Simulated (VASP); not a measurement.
The system is Ag.

```
Ag
1.0
     0.00000    2.04500    2.04500
     2.04500    0.00000    2.04500
     2.04500    2.04500    0.00000
Ag
1
Direct
  0.00000 0.00000 0.00000
```

```yaml
Program: VASP 6.6.1
Task: relaxation of cell and atoms
Functional: LDA
Potentials_or_basis: VASP PAW LDA potentials, release 64 (Ag)
Cutoff: 600 eV
k_mesh: 24 × 24 × 24
Occupations: gaussian, width 0.1 eV
Spin: no spin polarisation
```

At the start: pressure -7.3 GPa; volume 17.10 Å³/atom.

**Question.** Where does the relaxation end?

**Answer.** Over 6 steps the energy falls by 27.1 meV/atom and the volume is 16.03 Å³/atom (-6.3 %); space group Fm-3m (No. 225, to 0.1 Å) before and after.

Step by step:
| step | energy change (eV) | largest force (eV/Å) | pressure (GPa) | volume (Å³) |
| --- | --- | --- | --- | --- |
| 1 | 0.0000 | 0.0000 | -7.31 | 17.10 |
| 2 | -0.0085 | 0.0000 | 8.14 | 15.24 |
| 3 | -0.0271 | 0.0000 | -0.03 | 16.03 |
| 4 | -0.0271 | 0.0000 | 0.20 | 16.01 |
| 5 | -0.0271 | 0.0000 | -0.17 | 16.05 |
| 6 | -0.0271 | 0.0000 | 0.00 | 16.03 |

Final structure:
```
Ag
1.0
     0.00000    2.00116    2.00116
     2.00116    0.00000    2.00116
     2.00116    2.00116    0.00000
Ag
1
Direct
  0.00000 0.00000 0.00000
```
